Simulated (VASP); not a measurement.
PbSe, 2 atoms in the cell. The structure is cubic, space group Fm-3m (No. 225). The conventional cell has a = 6.017 Å, b = 6.017 Å, c = 6.017 Å, α = 90.00°, β = 90.00°, γ = 90.00°. Pb (site symmetry m-3m) has 6 Se at 3.01 Å within 4.0 Å. Within 4.0 Å of Se (site symmetry m-3m) lie 6 Pb at 3.01 Å. 

| Quantity | Value |
| --- | --- |
| Program | VASP 6.6.1 |
| Task | single point |
| Functional | PBEsol |
| Dispersion | D3(BJ) |
| Potentials or basis | VASP PAW PBE potentials, release 64 (Pb_d, Se) |
| Cutoff | 520 eV |
| k mesh | 6 × 6 × 6 |
| Occupations | gaussian, width 0.05 eV |
| Spin | no spin polarisation |
| Dipole correction | no |
| Further INCAR settings | ALGO = Normal; EDIFF = 1e-06; NBANDS = 17 |

Potentials or basis: VASP PAW PBE potentials, release 64 (Pb_d, Se).

The run is started by

```bash
$ cat potpaw_PBE.64/Pb_d/POTCAR potpaw_PBE.64/Se/POTCAR > POTCAR
$ mpirun -np 1 vasp_std > vasp.out
```

Hardware: 1 thread of AMD EPYC 7R13 Processor (Zen 3) (shared host).

Task: Estimate the wall time of this run.

Result: Run time: 9.5 s on 1 thread of AMD EPYC 7R13 Processor (Zen 3), with other jobs on the host, peak memory 0.16 GiB. Counts: scf iterations 12, k points 16.
